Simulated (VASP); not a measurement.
# HfN (I4/mmm) in VASP: further runs

The runs below take HfN through single point, with PBEsol.

Everything below comes from runs of VASP 6.6.1. Logs are shortened: lines on timing, memory, paths and dates and some standing lists are left out, and cuts for length are marked.

## (1) The cell of the first run

Symmetry: I4/mmm, No. 139, tetragonal system. Conventional cell: a = 3.338 Å, b = 3.338 Å, c = 4.518 Å, α = 90.00°, β = 90.00°, γ = 90.00°. Within 3.0 Å of Hf (site symmetry 4/mmm) lie 6 N at 2.26 to 2.36 Å. Within 3.0 Å of N (site symmetry 4/mmm) lie 6 Hf at 2.26 to 2.36 Å.

## (2) Single point, PBEsol (strain +0.0450 x Voigt [1, 1, 0, 0, 0, 0])

The input, INCAR:

```
SYSTEM = HfN
PREC = Accurate
ENCUT = 520
EDIFF = 1E-6
ISMEAR = 0
SIGMA = 0.15
LREAL = .False.
LASPH = .True.
NELM = 100
ALGO = Normal
ISIF = 2
LWAVE = .False.
LCHARG = .False.
GGA = PS
NBANDS = 14
```

The input, KPOINTS:

```
regular mesh
0
Gamma
  18 18 18
  0 0 0
```

The input, POSCAR:

```
HfN
1.0
    0.0000000000      2.3606550000      2.2590000000
    2.3606550000      0.0000000000      2.2590000000
    2.3606550000      2.3606550000      0.0000000000
Hf N
1 1
Direct
    0.0000000000      0.0000000000      0.0000000000
    0.5000000000      0.5000000000      0.5000000000
```

Potentials or basis: VASP PAW PBE potentials, release 64 (Hf_pv, N).

Started as:

```console
> cat potpaw_PBE.64/Hf_pv/POTCAR potpaw_PBE.64/N/POTCAR > POTCAR
> mpirun -np 1 vasp_std > vasp.out
```

OUTCAR:

```text
SYSTEM = HfN
   PREC = Accurate
   ENCUT = 520
   EDIFF = 1E-6
   ISMEAR = 0
   LREAL = .False.
   LASPH = .True.
   NELM = 100
   ISIF = 2
   GGA = PS

 ion  position               nearest neighbor table
   1  0.000  0.000  0.000-   2 2.26   2 2.26   2 2.36   2 2.36   2 2.36   2 2.36
   2  0.500  0.500  0.500-   1 2.26   1 2.26   1 2.36   1 2.36   1 2.36   1 2.36

  LATTYP: Found a body centered tetragonal cell.
 ALAT       =     3.3384703171
 C/A-ratio  =     1.3533144138

  Lattice vectors:

 A1 = (   0.0000000000,  -2.3606550000,  -2.2590000000)
 A2 = (   0.0000000000,   2.3606550000,  -2.2590000000)
 A3 = (   2.3606550000,   0.0000000000,   2.2590000000)

Analysis of symmetry for initial positions (statically):
=====================================================================
 Subroutine PRICEL returns:
 Original cell was already a primitive cell.

 Routine SETGRP: Setting up the symmetry group for a
 body centered tetragonal supercell.

 Subroutine GETGRP returns: Found 16 space group operations
 (whereof 16 operations were pure point group operations)
 out of a pool of 16 trial point group operations.

The static configuration has the point symmetry D_4h.

Analysis of symmetry for dynamics (positions and initial velocities):
=====================================================================
 Subroutine PRICEL returns:
 Original cell was already a primitive cell.

 Routine SETGRP: Setting up the symmetry group for a
 body centered tetragonal supercell.

 Subroutine GETGRP returns: Found 16 space group operations
 (whereof 16 operations were pure point group operations)
 out of a pool of 16 trial point group operations.

The dynamic configuration has the point symmetry D_4h.

 Subroutine INISYM returns: Found 16 space group operations
 (whereof 16 operations are pure point group operations),
 and found     1 'primitive' translations

----------------------------------------------------------------------------------------

                                     Primitive cell

  volume of cell :      25.1774

  direct lattice vectors                    reciprocal lattice vectors
     0.000000000  2.360655000  2.259000000    -0.211805622  0.211805622  0.221336875
     2.360655000  0.000000000  2.259000000     0.211805622 -0.211805622  0.221336875
     2.360655000  2.360655000  0.000000000     0.211805622  0.211805622 -0.221336875

  length of vectors
     3.267380148  3.267380148  3.338470317     0.372442284  0.372442284  0.372442284

  position of ions in fractional coordinates (direct lattice)
[... 90 lines left out ...]
   NELECT =      15.0000    total number of electrons
   NUPDOWN=      -1.0000    fix difference up-down
   EMIN   =  10.00;   EMAX   =-10.00  energy-range for DOS
   EFERMI =   0.00;   METHOD = LEGACY
   ISMEAR =     0;   SIGMA  =   0.15  broadening in eV -4-tet -1-fermi 0-gaus
   EFERMI_NEDOS =   21; number of points for ismear=-14 and -15
   IALGO  =     38    algorithm
   IMIX   =      4    mixing-type and parameters
     AMIX     =   0.40;   BMIX     =  1.00
     AMIX_MAG =   1.60;   BMIX_MAG =  1.00
  volume/ion in A,a.u.               =      12.59        84.95
  Fermi-wavevector in a.u.,A,eV,Ry     =   1.377531  2.603157 25.818315  1.897593
  Thomas-Fermi vector in A             =   2.502676
   LORBIT       =      0    0 simple, 1 ext, 2 COOP (PROOUT), +10 PAW based schemes
   GGA     = PS    functional components
   LHFCALC =     F    Hartree Fock is set to
   AEXX    =    0.0000 exact exchange contribution
   IVDW    =     0    specifies the selected vdW correction
   LEPSILON=     F    determine dielectric tensor
   LRPA    =     F    only Hartree local field effects (RPA)
 non-spin polarized calculation
 Gauss-broadening in eV      SIGMA  =   0.15
  energy-cutoff  :      520.00
  volume of cell :       25.18
 maximum number of plane-waves:       692
   NGX = 13   NGY = 13   NGZ = 13

 number of electron      14.9999999 magnetization

 Free energy of the ion-electron system (eV)
  ---------------------------------------------------
  ext. energy  EPLUGINS =         0.00000000
  ---------------------------------------------------
  free energy    TOTEN  =       -22.75055616 eV

  energy without entropy =      -22.74349137  energy(sigma->0) =      -22.74702377

 E-fermi :   7.4201     XC(G=0): -12.4360

 val. band max:        7.4113369039   @ k =  -0.2778   0.3889   0.2778
 cond. band min:       7.4215218501   @ k =  -0.1111   0.1111   0.0000
 fundamental gap:      0.0101849463
 Fermi energy:         7.4200978156

 k-point     1 :       0.0000    0.0000    0.0000
  band No.  band energies     occupation
      1     -23.9793      2.00000
      2     -23.9793      2.00000
      3     -23.9274      2.00000
      4      -9.4889      2.00000
      5       4.5044      2.00000
      6       4.5044      2.00000
      7       4.6720      2.00000
      8       6.9719      1.99998
      9       6.9719      1.99998
     10       7.4113      1.06598
     11       8.0617      0.00000
     12       8.8712      0.00000
     13       9.8920      0.00000
     14      16.7834      0.00000
[... 377 lines left out ...]
      1     -24.2985      2.00000
      2     -24.0136      2.00000
      3     -23.9871      2.00000
      4      -8.5192      2.00000
      5       1.3676      2.00000
      6       2.6612      2.00000
      7       3.1031      2.00000
      8       7.7056      0.00710
      9       8.2062      0.00000
     10       9.0984      0.00000
     11      11.2397      0.00000
     12      11.9191      0.00000
     13      12.1239      0.00000
     14      19.2788      0.00000

 [... further k-points ...]

------------------------ aborting loop because EDIFF is reached ----------------------------------------

  FORCE on cell =-STRESS in cart. coord.  units (eV):
  Direction    XX          YY          ZZ          XY          YZ          ZX
  --------------------------------------------------------------------------------------
  -------------------------------------------------------------------------------------
  Total       -4.4733796     -4.4733796     -2.2071432      0.0000000      0.0000000      0.0000000
  in kB     -284.6656516   -284.6656516   -140.4526156      0.0000000      0.0000000      0.0000000
  external PRESSURE =    -236.5946396 kB  Pullay stress =       0.0000000 kB

 VOLUME and BASIS-vectors are now :
 -----------------------------------------------------------------------------
  energy-cutoff  :      520.00
  volume of cell :       25.18
      direct lattice vectors                 reciprocal lattice vectors
     0.000000000  2.360655000  2.259000000    -0.211805622  0.211805622  0.221336875
     2.360655000  0.000000000  2.259000000     0.211805622 -0.211805622  0.221336875
     2.360655000  2.360655000  0.000000000     0.211805622  0.211805622 -0.221336875

 POSITION                                       TOTAL-FORCE (eV/Angst)
 -----------------------------------------------------------------------------------
      0.00000      0.00000      0.00000         0.000000      0.000000      0.000000
      2.36065      2.36065      2.25900         0.000000      0.000000      0.000000
 -----------------------------------------------------------------------------------
    total drift:                                0.000000     -0.000000     -0.000000

  FREE ENERGIE OF THE ION-ELECTRON SYSTEM (eV)
  ---------------------------------------------------
  free  energy   TOTEN  =       -22.7505561573 eV

  energy  without entropy=      -22.7434913734  energy(sigma->0) =      -22.74702377
```

OSZICAR:

```text
N       E                     dE             d eps       ncg     rms          rms(c)
DAV:   1     0.366716839833E+02    0.36672E+02   -0.76964E+03 13454   0.996E+02
DAV:   2    -0.234373098362E+02   -0.60109E+02   -0.56190E+02 17942   0.231E+02
DAV:   3    -0.255138119699E+02   -0.20765E+01   -0.20679E+01 15342   0.352E+01
DAV:   4    -0.255223973532E+02   -0.85854E-02   -0.85829E-02 16142   0.265E+00
DAV:   5    -0.255224576432E+02   -0.60290E-04   -0.60289E-04 15262   0.193E-01    0.427E+01
DAV:   6    -0.229222847195E+02    0.26002E+01   -0.77326E+00 14694   0.205E+01    0.371E+01
DAV:   7    -0.227929176920E+02    0.12937E+00   -0.48395E-01 16608   0.594E+00    0.243E+01
DAV:   8    -0.227597232136E+02    0.33194E-01   -0.18272E-01 14910   0.346E+00    0.578E+00
DAV:   9    -0.227507005405E+02    0.90227E-02   -0.24330E-02 14640   0.122E+00    0.200E+00
DAV:  10    -0.227505934164E+02    0.10712E-03   -0.11667E-03 18276   0.312E-01    0.455E-01
DAV:  11    -0.227505566180E+02    0.36798E-04   -0.80401E-05 16926   0.849E-02    0.689E-02
DAV:  12    -0.227505561573E+02    0.46074E-06   -0.71749E-06 16244   0.223E-02
   1 F= -.22750556E+02 E0= -.22747024E+02  d E =-.706478E-02
```

Run time: 80 s. Hardware: 1 thread of Intel Xeon Platinum 8259CL at 2.50GHz (Skylake/Cascade Lake), shared host; peak memory 0.29 GiB.

Results:

```yaml
Free_energy: -22.7506 eV
Pressure: -23.7 GPa
```

Stress tensor (GPa, compression positive):
```
-28.47   0.00   0.00
  0.00 -28.47   0.00
  0.00   0.00 -14.05
```

Caveat: the cell differs from its parent crystal (strain +0.0450 x Voigt [1, 1, 0, 0, 0, 0]); the PAW data sets were made with another functional, which shifts forces and pressure a little; spin-orbit coupling is left out, which moves the levels of the heavy elements.

## (3) Single point, PBEsol (strain +0.0525 x Voigt [1, 1, 0, 0, 0, 0])

The input, INCAR:

```
SYSTEM = HfN
ALGO = Normal ; EDIFF = 1E-7
ENCUT = 520 ; GGA = PS
ISIF = 2 ; ISMEAR = 0
LASPH = .TRUE. ; LCHARG = .TRUE.
LELF = .TRUE. ; LREAL = .FALSE.
LVHAR = .TRUE. ; LWAVE = .FALSE.
NBANDS = 14 ; NELM = 60
PREC = Accurate ; SIGMA = 0.15
```

The input, KPOINTS:

```
k-points
0
G
  18 18 18
  0 0 0
```

The input, POSCAR:

```
HfN
1.0
    0.0000000000      2.3775975000      2.2590000000
    2.3775975000      0.0000000000      2.2590000000
    2.3775975000      2.3775975000      0.0000000000
Hf N
1 1
Direct
    0.0000000000      0.0000000000      0.0000000000
    0.5000000000      0.5000000000      0.5000000000
```

Potentials or basis: VASP PAW PBE potentials, release 64 (Hf_pv, N).

Started as:

```console
> cat potpaw_PBE.64/Hf_pv/POTCAR potpaw_PBE.64/N/POTCAR > POTCAR
> mpirun -np 1 vasp_std > vasp.out
```

Run time: 88 s. Hardware: 1 thread of Intel Xeon Platinum 8259CL at 2.50GHz (Skylake/Cascade Lake), shared host; peak memory 0.29 GiB.

The run converged. Its results:

```yaml
Free_energy: -22.6833 eV
Pressure: -25.8 GPa
```

Stress tensor (GPa, compression positive):
```
-31.08   0.00   0.00
  0.00 -31.08   0.00
  0.00   0.00 -15.29
```

Levels at points of the mesh, in eV from the Fermi level:
```tsv
k point	band 5	band 6	band 7	band 8	band 9	band 10	band 11	band 12
(0.00, 0.00, 0.00)	-2.90	-2.90	-2.72	-0.46	-0.46	0.04	0.46	1.38
(0.50, 0.00, 0.00)	-8.30	-5.69	-5.68	2.80	3.19	3.43	3.87	7.18
(0.50, 0.50, 0.00)	-5.01	-3.71	-3.71	-3.48	3.59	4.45	4.80	4.80
(0.50, 0.00, 0.50)	-5.48	-3.56	-3.40	-3.33	3.25	4.49	4.85	5.07
```

Caveat: the cell differs from its parent crystal (strain +0.0525 x Voigt [1, 1, 0, 0, 0, 0]); the PAW data sets were made with another functional, which shifts forces and pressure a little; spin-orbit coupling is left out, which moves the levels of the heavy elements.

## (4) Single point, PBEsol (strain +0.0600 x Voigt [1, 1, 0, 0, 0, 0])

The input, INCAR:

```
SYSTEM = HfN
  ALGO = Normal
  EDIFF = 1E-6
  ENCUT = 520
  GGA = PS
  ISIF = 2
  ISMEAR = 0
  LASPH = .TRUE.
  LCHARG = .TRUE.
  LELF = .TRUE.
  LREAL = .FALSE.
  LVHAR = .TRUE.
  LWAVE = .FALSE.
  NBANDS = 14
  NELM = 60
  PREC = Accurate
  SIGMA = 0.15
```

KPOINTS is that of step 3.

The input, POSCAR:

```
HfN
1.0
    0.0000000000      2.3945400000      2.2590000000
    2.3945400000      0.0000000000      2.2590000000
    2.3945400000      2.3945400000      0.0000000000
Hf N
1 1
Direct
    0.0000000000      0.0000000000      0.0000000000
    0.5000000000      0.5000000000      0.5000000000
```

Started as:

```console
> cat potpaw_PBE.64/Hf_pv/POTCAR potpaw_PBE.64/N/POTCAR > POTCAR
> mpirun -np 1 vasp_std > vasp.out
```

Wall time 84 s (1 thread of Intel Xeon Platinum 8259CL at 2.50GHz (Skylake/Cascade Lake), shared host); peak memory 0.29 GiB.

Results (log left out):

* Free energy: -22.6100 eV
* Pressure: -27.7 GPa

Stress tensor (GPa, compression positive):
```
-33.36   0.00   0.00
  0.00 -33.36   0.00
  0.00   0.00 -16.47
```

Levels at points of the mesh, in eV from the Fermi level:
```tsv
k point	band 6	band 7	band 8	band 9	band 10	band 11
(0.00, 0.00, 0.00)	-2.89	-2.69	-0.47	-0.47	0.09	0.29
(0.50, 0.00, 0.00)	-5.63	-5.62	2.72	3.14	3.39	3.80
(0.50, 0.50, 0.00)	-3.71	-3.71	-3.43	3.53	4.30	4.70
(0.50, 0.00, 0.50)	-3.54	-3.37	-3.27	3.11	4.35	4.79
```

Caveat: the cell differs from its parent crystal (strain +0.0600 x Voigt [1, 1, 0, 0, 0, 0]); the PAW data sets were made with another functional, which shifts forces and pressure a little; spin-orbit coupling is left out, which moves the levels of the heavy elements.

## (5) Overview

```csv
cell,gap on the mesh (eV),pressure (GPa)
"a = 3.267, b = 3.267, c = 3.338 Å, angles 59.3, 59.3, 61.4°, 2 atoms",none,-23.7
"a = 3.280, b = 3.280, c = 3.362 Å, angles 59.2, 59.2, 61.7°, 2 atoms",none,-25.8
"a = 3.292, b = 3.292, c = 3.386 Å, angles 59.0, 59.0, 61.9°, 2 atoms",none,-27.7
```

Alike in all rows: task single point; level PBEsol; potentials or basis VASP PAW PBE potentials, release 64 (Hf_pv, N); no spin polarisation; k mesh 18 × 18 × 18; cutoff (eV) 520; smearing gaussian 0.15 eV.

Caveats: the PAW data sets were made with another functional, which shifts forces and pressure a little; spin-orbit coupling is left out, which moves the levels of the heavy elements.

Absolute energies hang on the potentials; compare differences alone.
